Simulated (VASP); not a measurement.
# Hf3H (P-3m1) in VASP: notebook

Runs on Hf3H. Level: PBE. Tasks: single point, relaxation of cell and atoms.

Everything below comes from runs of VASP 6.6.1. Logs are shortened: lines on timing, memory, paths and dates and some standing lists are left out, and cuts for length are marked.

## Step 1: The cell of the first run

It takes space group P-3m1 (No. 164, trigonal). Conventional cell: a = 3.215 Å, b = 3.215 Å, c = 15.843 Å, α = 90.00°, β = 90.00°, γ = 120.00°. Hf (site symmetry 3m) has 1 H at 2.04 Å within 2.7 Å. Hf (site symmetry 3m) has 3 H at 2.03 Å within 2.7 Å. Hf (site symmetry 3m) has 12 Hf at 3.13 to 3.21 Å and 1 H at 3.38 Å within 4.1 Å. H (site symmetry 3m) has 4 Hf at 2.03 to 2.04 Å within 2.7 Å.

## Step 2: Single point, PBE

INCAR

```
SYSTEM = Hf3H
PREC     = Accurate       ! precision mode
ENCUT    = 520            ! plane-wave cutoff, eV
EDIFF    = 1E-6           ! SCF threshold, eV
ISMEAR   = 0              ! smearing method
SIGMA    = 0.2            ! smearing width, eV
LREAL    = .FALSE.        ! projectors in reciprocal space
LASPH    = .TRUE.         ! aspherical terms in the spheres
NELM     = 60             ! most SCF steps
ALGO     = Normal         ! electronic algorithm
ISIF     = 2              ! what is computed and relaxed
LWAVE    = .FALSE.        ! write WAVECAR
LCHARG   = .FALSE.        ! write CHGCAR
GGA      = PE             ! functional
NBANDS   = 41             ! bands
```

KPOINTS

```
Automatic mesh
0
G
  6 6 1
  0 0 0
```

POSCAR

```
Hf3H
1.0
    3.2147217886      0.0000000000      0.0000000000
   -1.6073608943      2.7840307350      0.0000000000
    0.0000000000      0.0000000000     15.8433554922
Hf H
6 2
Direct
    0.3333333333      0.6666666667      0.0782374824
    0.6666666667      0.3333333333      0.2596042573
    0.6666666667      0.3333333333      0.9217625176
    0.3333333333      0.6666666667      0.7403957427
    0.3333333333      0.6666666667      0.4203430999
    0.6666666667      0.3333333333      0.5796569001
    0.3333333333      0.6666666667      0.2071247834
    0.6666666667      0.3333333333      0.7928752166
```

Potentials or basis: VASP PAW PBE potentials, release 64 (Hf_pv, H).

Launch:

```bash
$ cat potpaw_PBE.64/Hf_pv/POTCAR potpaw_PBE.64/H/POTCAR > POTCAR
$ mpirun -np 1 vasp_std > vasp.out
```

OUTCAR:

```text
SYSTEM = Hf3H
   PREC = Accurate
   ENCUT = 520
   EDIFF = 1E-6
   ISMEAR = 0
   LREAL = .FALSE.
   LASPH = .TRUE.
   NELM = 60
   ISIF = 2
   GGA = PE

 ion  position               nearest neighbor table
   1  0.333  0.667  0.078-   7 2.04   3 3.10   3 3.10   3 3.10   2 3.42   2 3.42   2 3.42
   2  0.667  0.333  0.260-   7 2.03   7 2.03   7 2.03   5 3.15   5 3.15   5 3.15   1 3.42   1 3.42
                             1 3.42
   3  0.667  0.333  0.922-   8 2.04   1 3.10   1 3.10   1 3.10   4 3.42   4 3.42   4 3.42
   4  0.333  0.667  0.740-   8 2.03   8 2.03   8 2.03   6 3.15   6 3.15   6 3.15   3 3.42   3 3.42
                             3 3.42
   5  0.333  0.667  0.420-   6 3.13   6 3.13   6 3.13   2 3.15   2 3.15   2 3.15
   6  0.667  0.333  0.580-   5 3.13   5 3.13   5 3.13   4 3.15   4 3.15   4 3.15
   7  0.333  0.667  0.207-   2 2.03   2 2.03   2 2.03   1 2.04
   8  0.667  0.333  0.793-   4 2.03   4 2.03   4 2.03   3 2.04

  LATTYP: Found a hexagonal cell.
 ALAT       =     3.2147217886
 C/A-ratio  =     4.9283753102

  Lattice vectors:

 A1 = (   3.2147217886,   0.0000000000,   0.0000000000)
 A2 = (  -1.6073608943,   2.7840307350,   0.0000000000)
 A3 = (   0.0000000000,   0.0000000000,  15.8433554922)

Analysis of symmetry for initial positions (statically):
=====================================================================
 Subroutine PRICEL returns:
 Original cell was already a primitive cell.

 Routine SETGRP: Setting up the symmetry group for a
 hexagonal supercell.

 Subroutine GETGRP returns: Found 12 space group operations
 (whereof 12 operations were pure point group operations)
 out of a pool of 24 trial point group operations.

The static configuration has the point symmetry D_3d.

Analysis of symmetry for dynamics (positions and initial velocities):
=====================================================================
 Subroutine PRICEL returns:
 Original cell was already a primitive cell.

 Routine SETGRP: Setting up the symmetry group for a
 hexagonal supercell.

 Subroutine GETGRP returns: Found 12 space group operations
 (whereof 12 operations were pure point group operations)
 out of a pool of 24 trial point group operations.

The dynamic configuration has the point symmetry D_3d.

 Subroutine INISYM returns: Found 12 space group operations
 (whereof 12 operations are pure point group operations),
 and found     1 'primitive' translations

----------------------------------------------------------------------------------------

                                     Primitive cell

  volume of cell :     141.7962

  direct lattice vectors                    reciprocal lattice vectors
     3.214721789  0.000000000  0.000000000     0.311068909  0.179595718  0.000000000
    -1.607360894  2.784030735  0.000000000     0.000000000  0.359191437  0.000000000
     0.000000000  0.000000000 15.843355492     0.000000000  0.000000000  0.063117942

  length of vectors
     3.214721789  3.214721789 15.843355492     0.359191437  0.359191437  0.063117942

  position of ions in fractional coordinates (direct lattice)
     0.333333333  0.666666667  0.078237482
     0.666666667  0.333333333  0.259604257
     0.666666667  0.333333333  0.921762518
     0.333333333  0.666666667  0.740395743
     0.333333333  0.666666667  0.420343100
     0.666666667  0.333333333  0.579656900
     0.333333333  0.666666667  0.207124783
     0.666666667  0.333333333  0.792875217

  ion indices of the primitive-cell ions
   primitive index   ion index
                 1           1
                 2           2
                 3           3
                 4           4
                 5           5
                 6           6
                 7           7
                 8           8

----------------------------------------------------------------------------------------

 KPOINTS: Automatic mesh

Automatic generation of k-mesh.
 Grid dimensions read from file:
 generate k-points for:    6    6    1

 Generating k-lattice:

  Cartesian coordinates                     Fractional coordinates (reciprocal lattice)
     0.051844818  0.029932620  0.000000000     0.166666667  0.000000000  0.000000000
     0.000000000  0.059865239  0.000000000     0.000000000  0.166666667  0.000000000
     0.000000000  0.000000000  0.063117942     0.000000000  0.000000000  1.000000000

  Length of vectors
     0.059865239  0.059865239  0.063117942

  Shift w.r.t. Gamma in fractional coordinates (k-lattice)
     0.000000000  0.000000000  0.000000000

 Subroutine IBZKPT returns following result:
 ===========================================

 Found      7 irreducible k-points:

 Following reciprocal coordinates:
            Coordinates               Weight
  0.000000  0.000000  0.000000      1.000000
  0.166667 -0.000000  0.000000      6.000000
  0.333333 -0.000000  0.000000      6.000000
  0.500000 -0.000000  0.000000      3.000000
  0.166667  0.166667  0.000000      6.000000
  0.333333  0.166667  0.000000     12.000000
  0.333333  0.333333  0.000000      2.000000
   k-points           NKPTS =      7   k-points in BZ     NKDIM =      7   number of bands    NBANDS=     41
   number of dos      NEDOS =    301   number of ions     NIONS =      8
   total plane-waves  NPLWV =  69120
   dimension x,y,z NGX =    24 NGY =   24 NGZ =  120
   dimension x,y,z NGXF=    48 NGYF=   48 NGZF=  240
   ions per type =               6   2
   NGX,Y,Z   is equivalent  to a cutoff of  12.41, 12.41, 12.59 a.u.
   NGXF,Y,Z  is equivalent  to a cutoff of  24.82, 24.82, 25.18 a.u.
 SYSTEM =  Hf3H
   PREC   = accura    normal or accurate (medium, high low for compatibility)
   ISTART =      0    job   : 0-new  1-cont  2-samecut
   ICHARG =      2    charge: 1-file 2-atom 10-const
   ISPIN  =      1    spin polarized calculation?
   LNONCOLLINEAR =      F non collinear calculations
   LSORBIT =      F    spin-orbit coupling
   LASPH  =      T    aspherical Exc in radial PAW
   ENCUT  =  520.0 eV  38.22 Ry    6.18 a.u.   5.98  5.98 29.46*2*pi/ulx,y,z
   NELM   =     60;   NELMIN=  2; NELMDL= -5     # of ELM steps
   EDIFF  = 0.1E-05   stopping-criterion for ELM
   LREAL  =      F    real-space projection
   EDIFFG = 0.1E-04   stopping-criterion for IOM
   NSW    =      0    number of steps for IOM
   IBRION =     -1    ionic relax: 0-MD 1-quasi-New 2-CG
   NFREE  =      0    steps in history (QN), initial steepest desc. (CG)
   ISIF   =      2    stress and relaxation
   ISYM   =      2    0-nonsym 1-usesym 2-fastsym
   POTIM  = 0.5000    time-step for ionic-motion
   TEBEG  =    0.0;   TEEND  =   0.0 temperature during run
   PSTRESS=    0.0 pullay stress
   NELECT =      62.0000    total number of electrons
   NUPDOWN=      -1.0000    fix difference up-down
   EMIN   =  10.00;   EMAX   =-10.00  energy-range for DOS
   EFERMI =   0.00;   METHOD = LEGACY
   ISMEAR =     0;   SIGMA  =   0.20  broadening in eV -4-tet -1-fermi 0-gaus
   EFERMI_NEDOS =   21; number of points for ismear=-14 and -15
   IALGO  =     38    algorithm
   IMIX   =      4    mixing-type and parameters
     AMIX     =   0.40;   BMIX     =  1.00
     AMIX_MAG =   1.60;   BMIX_MAG =  1.00
  volume/ion in A,a.u.               =      17.72       119.61
  Fermi-wavevector in a.u.,A,eV,Ry     =   1.242560  2.348097 21.006771  1.543954
  Thomas-Fermi vector in A             =   2.376909
   LORBIT       =      0    0 simple, 1 ext, 2 COOP (PROOUT), +10 PAW based schemes
   GGA     = PE    functional components
   LHFCALC =     F    Hartree Fock is set to
   AEXX    =    0.0000 exact exchange contribution
   IVDW    =     0    specifies the selected vdW correction
   LEPSILON=     F    determine dielectric tensor
   LRPA    =     F    only Hartree local field effects (RPA)
 non-spin polarized calculation
 Gauss-broadening in eV      SIGMA  =   0.20
  energy-cutoff  :      520.00
  volume of cell :      141.80
 maximum number of plane-waves:      3858
 NGX is ok and might be reduce to    24
   NGX = 11   NGY = 11   NGZ = 59

 number of electron      62.0000010 magnetization

 Free energy of the ion-electron system (eV)
  ---------------------------------------------------
  ext. energy  EPLUGINS =         0.00000000
  ---------------------------------------------------
  free energy    TOTEN  =       -67.19964394 eV

  energy without entropy =      -67.02370527  energy(sigma->0) =      -67.11167461

 E-fermi :   4.7319     XC(G=0): -11.1837

 val. band max:        4.7064250046   @ k =   0.3333   0.1667   0.0000
 cond. band min:       4.7632576930   @ k =   0.1667   0.1667   0.0000
 fundamental gap:      0.0568326883
 Fermi energy:         4.7318842092

 k-point     1 :       0.0000    0.0000    0.0000
  band No.  band energies     occupation
      1     -26.3361      2.00000
      2     -26.2089      2.00000
      3     -26.1425      2.00000
      4     -25.8472      2.00000
      5     -25.7599      2.00000
      6     -25.7393      2.00000
[... 33 lines left out ...]
     40       6.1913      0.00000
     41       6.4998      0.00000

 k-point     2 :       0.1667   -0.0000    0.0000
  band No.  band energies     occupation
      1     -26.2766      2.00000
      2     -26.1854      2.00000
      3     -26.1259      2.00000
      4     -25.9171      2.00000
      5     -25.9070      2.00000
      6     -25.8481      2.00000
[... 33 lines left out ...]
     40       6.6034      0.00000
     41       6.6048      0.00000

 k-point     3 :       0.3333   -0.0000    0.0000
  band No.  band energies     occupation
      1     -26.2515      2.00000
      2     -26.1928      2.00000
      3     -26.1794      2.00000
      4     -26.1570      2.00000
      5     -26.0984      2.00000
      6     -26.0753      2.00000
[... 127 lines left out ...]
      2     -26.2613      2.00000
      3     -26.2059      2.00000
      4     -26.1702      2.00000
      5     -26.1510      2.00000
      6     -26.1002      2.00000
[... 33 lines left out ...]
     40       7.7453      0.00000
     41       8.0306      0.00000

 k-point     7 :       0.3333    0.3333    0.0000
  band No.  band energies     occupation
      1     -26.2153      2.00000
      2     -26.2153      2.00000
      3     -26.1509      2.00000
      4     -26.1285      2.00000
      5     -26.1285      2.00000
      6     -26.1255      2.00000
[... 33 lines left out ...]
     40       7.6866      0.00000
     41       8.1368      0.00000

------------------------ aborting loop because EDIFF is reached ----------------------------------------

  FORCE on cell =-STRESS in cart. coord.  units (eV):
  Direction    XX          YY          ZZ          XY          YZ          ZX
  --------------------------------------------------------------------------------------
  -------------------------------------------------------------------------------------
  Total       -0.4377505     -0.4377505     -0.5987369      0.0000000     -0.0000000      0.0000000
  in kB       -4.9462112     -4.9462112     -6.7652210      0.0000000     -0.0000000      0.0000000
  external PRESSURE =      -5.5525478 kB  Pullay stress =       0.0000000 kB

 VOLUME and BASIS-vectors are now :
 -----------------------------------------------------------------------------
  energy-cutoff  :      520.00
  volume of cell :      141.80
      direct lattice vectors                 reciprocal lattice vectors
     3.214721789  0.000000000  0.000000000     0.311068909  0.179595718  0.000000000
    -1.607360894  2.784030735  0.000000000     0.000000000  0.359191437  0.000000000
     0.000000000  0.000000000 15.843355492     0.000000000  0.000000000  0.063117942

 POSITION                                       TOTAL-FORCE (eV/Angst)
 -----------------------------------------------------------------------------------
     -0.00000      1.85602      1.23954        -0.000000      0.000000     -0.004561
      1.60736      0.92801      4.11300        -0.000000      0.000000      0.021916
      1.60736      0.92801     14.60381         0.000000     -0.000000      0.004561
     -0.00000      1.85602     11.73035         0.000000      0.000000     -0.021916
     -0.00000      1.85602      6.65965         0.000000     -0.000000     -0.013772
      1.60736      0.92801      9.18371        -0.000000      0.000000      0.013772
     -0.00000      1.85602      3.28155         0.000000      0.000000     -0.004292
      1.60736      0.92801     12.56180        -0.000000     -0.000000      0.004292
 -----------------------------------------------------------------------------------
    total drift:                                0.000000     -0.000000      0.000000

  FREE ENERGIE OF THE ION-ELECTRON SYSTEM (eV)
  ---------------------------------------------------
  free  energy   TOTEN  =       -67.1996439392 eV

  energy  without entropy=      -67.0237052709  energy(sigma->0) =      -67.11167461
```

Run time: 32 s. Hardware: 1 thread of Intel Xeon 6975P-C (Granite Rapids), shared host; peak memory 0.24 GiB.

What came out:

```
Free energy            : -67.1996 eV
Pressure               : -0.6 GPa
Largest force          : 0.022 eV/Å
Band gap on the k mesh : zero (band 31 reaches 5.54 eV, above the bottom of band 32 at 3.84 eV)
```

Forces on the atoms (eV/Å):
```
Hf   0.000  0.000 -0.005
Hf   0.000  0.000  0.022
Hf   0.000  0.000  0.005
Hf   0.000  0.000 -0.022
Hf   0.000  0.000 -0.014
Hf   0.000  0.000  0.014
H    0.000  0.000 -0.004
H    0.000  0.000  0.004
```

Stress tensor (GPa, compression positive):
```
-0.49  0.00  0.00
 0.00 -0.49  0.00
 0.00  0.00 -0.68
```

Levels at points of the mesh, in eV from the Fermi level:
```
           k point  band 29  band 30  band 31  band 32  band 33  band 34
(0.00, 0.00, 0.00)     0.78     0.78     0.81     0.93     0.93     1.07
(0.50, 0.00, 0.00)    -1.22    -0.95    -0.24     0.48     0.88     0.95
```

Caveat: the k points lie up to 0.40 Å⁻¹ apart; spin-orbit coupling is left out, which moves the levels of the heavy elements.

## Step 3: Single point, PBE

This run uses another cell than the first one, of 17.57 Å³/atom, 0.991 times its volume.

INCAR

```
SYSTEM = Hf3H
PREC = Accurate ; ENCUT = 520
EDIFF = 1E-6 ; ISMEAR = 0
SIGMA = 0.2 ; LREAL = .FALSE.
LASPH = .TRUE. ; NELM = 60
ALGO = Normal ; ISIF = 2
LWAVE = .FALSE. ; LCHARG = .FALSE.
GGA = PE ; NBANDS = 41
```

KPOINTS is that of step 2.

POSCAR

```
Hf3H
1.0
    3.2102963472      0.0000000000      0.0000000000
   -1.6051481736      2.7801981904      0.0000000000
    0.0000000000      0.0000000000     15.7466899438
Hf H
6 2
Direct
    0.3333333333      0.6666666667      0.0956504458
    0.6666666667      0.3333333333      0.9043495542
    0.3333333333      0.6666666667      0.4199158279
    0.6666666667      0.3333333333      0.5800841721
    0.6666666667      0.3333333333      0.2572243436
    0.3333333333      0.6666666667      0.7427756564
    0.3333333333      0.6666666667      0.9621490025
    0.6666666667      0.3333333333      0.0378509975
```

Potentials or basis: VASP PAW PBE potentials, release 64 (Hf_pv, H).

Launch:

```bash
$ cat potpaw_PBE.64/Hf_pv/POTCAR potpaw_PBE.64/H/POTCAR > POTCAR
$ mpirun -np 1 vasp_std > vasp.out
```

OUTCAR:

```text
SYSTEM = Hf3H
   PREC = Accurate
   ENCUT = 520
   EDIFF = 1E-6
   ISMEAR = 0
   LREAL = .FALSE.
   LASPH = .TRUE.
   NELM = 60
   ISIF = 2
   GGA = PE

 ion  position               nearest neighbor table
   1  0.333  0.667  0.096-   8 2.06   8 2.06   8 2.06   7 2.10   5 3.15   5 3.15   5 3.15   2 3.54
                             2 3.54   2 3.54
   2  0.667  0.333  0.904-   7 2.06   7 2.06   7 2.06   8 2.10   6 3.15   6 3.15   6 3.15   1 3.54
                             1 3.54   1 3.54
   3  0.333  0.667  0.420-   4 3.13   4 3.13   4 3.13   5 3.16   5 3.16   5 3.16
   4  0.667  0.333  0.580-   3 3.13   3 3.13   3 3.13   6 3.16   6 3.16   6 3.16
[... 505 lines left out ...]
  Total       -0.4538615     -0.4538615     -0.5217033      0.0000000      0.0000000      0.0000000
  in kB       -5.1739688     -5.1739688     -5.9473573      0.0000000      0.0000000      0.0000000
  external PRESSURE =      -5.4317649 kB  Pullay stress =       0.0000000 kB

 VOLUME and BASIS-vectors are now :
 -----------------------------------------------------------------------------
  energy-cutoff  :      520.00
  volume of cell :      140.54
      direct lattice vectors                 reciprocal lattice vectors
     3.210296347  0.000000000  0.000000000     0.311497722  0.179843294  0.000000000
    -1.605148174  2.780198190  0.000000000     0.000000000  0.359686588  0.000000000
     0.000000000  0.000000000 15.746689944     0.000000000  0.000000000  0.063505410

 POSITION                                       TOTAL-FORCE (eV/Angst)
 -----------------------------------------------------------------------------------
     -0.00000      1.85347      1.50618        -0.000000      0.000000     -0.038106
      1.60515      0.92673     14.24051         0.000000      0.000000      0.038106
     -0.00000      1.85347      6.61228        -0.000000      0.000000     -0.006453
      1.60515      0.92673      9.13441         0.000000     -0.000000      0.006453
      1.60515      0.92673      4.05043         0.000000      0.000000      0.003182
     -0.00000      1.85347     11.69626        -0.000000      0.000000     -0.003182
     -0.00000      1.85347     15.15066        -0.000000      0.000000      0.039737
      1.60515      0.92673      0.59603         0.000000      0.000000     -0.039737
 -----------------------------------------------------------------------------------
    total drift:                                0.000000     -0.000000      0.000000

  FREE ENERGIE OF THE ION-ELECTRON SYSTEM (eV)
  ---------------------------------------------------
  free  energy   TOTEN  =       -67.3760300603 eV

  energy  without entropy=      -67.2118666638  energy(sigma->0) =      -67.29394836
```

OSZICAR:

```text
N       E                     dE             d eps       ncg     rms          rms(c)
DAV:   1     0.258710455341E+03    0.25871E+03   -0.34044E+04   598   0.144E+03
DAV:   2    -0.501893753056E+02   -0.30890E+03   -0.29461E+03   637   0.360E+02
DAV:   3    -0.699158790865E+02   -0.19727E+02   -0.18362E+02   764   0.521E+01
[... 16 lines left out ...]
DAV:  20    -0.673760395794E+02    0.91037E-04   -0.25831E-04   743   0.116E-01    0.150E-01
DAV:  21    -0.673760345158E+02    0.50636E-05   -0.84337E-05   715   0.446E-02    0.761E-02
DAV:  22    -0.673760346439E+02   -0.12805E-06   -0.13774E-05   738   0.228E-02    0.736E-02
DAV:  23    -0.673760298427E+02    0.48011E-05   -0.10337E-05   659   0.238E-02    0.239E-02
DAV:  24    -0.673760300603E+02   -0.21756E-06   -0.25752E-06   518   0.825E-03
   1 F= -.67376030E+02 E0= -.67293948E+02  d E =-.164163E+00
```

Run time: 43 s. Hardware: 1 thread of Intel Xeon 6975P-C (Granite Rapids), shared host; peak memory 0.25 GiB.

Results:

| Property | Result |
| --- | --- |
| Free energy | -67.3760 eV |
| Pressure | -0.5 GPa |
| Largest force | 0.040 eV/Å |
| Band gap on the k mesh | zero (band 31 reaches 5.70 eV, above the bottom of band 32 at 3.93 eV) |

Forces on the atoms (eV/Å):
```
Hf   0.000  0.000 -0.038
Hf   0.000  0.000  0.038
Hf   0.000  0.000 -0.006
Hf   0.000  0.000  0.006
Hf   0.000  0.000  0.003
Hf   0.000  0.000 -0.003
H    0.000  0.000  0.040
H    0.000  0.000 -0.040
```

Levels at points of the mesh, in eV from the Fermi level:
| k point | band 28 | band 29 | band 30 | band 31 | band 32 | band 33 | band 34 | band 35 |
| --- | --- | --- | --- | --- | --- | --- | --- | --- |
| (0.00, 0.00, 0.00) | 0.38 | 0.40 | 0.92 | 0.92 | 0.94 | 0.94 | 1.14 | 1.14 |
| (0.50, 0.00, 0.00) | -1.36 | -1.13 | -0.88 | -0.65 | 0.80 | 0.87 | 1.00 | 1.19 |

Caveat: the k points lie up to 0.40 Å⁻¹ apart; spin-orbit coupling is left out, which moves the levels of the heavy elements.

(Part 1 of 2 ends here.)
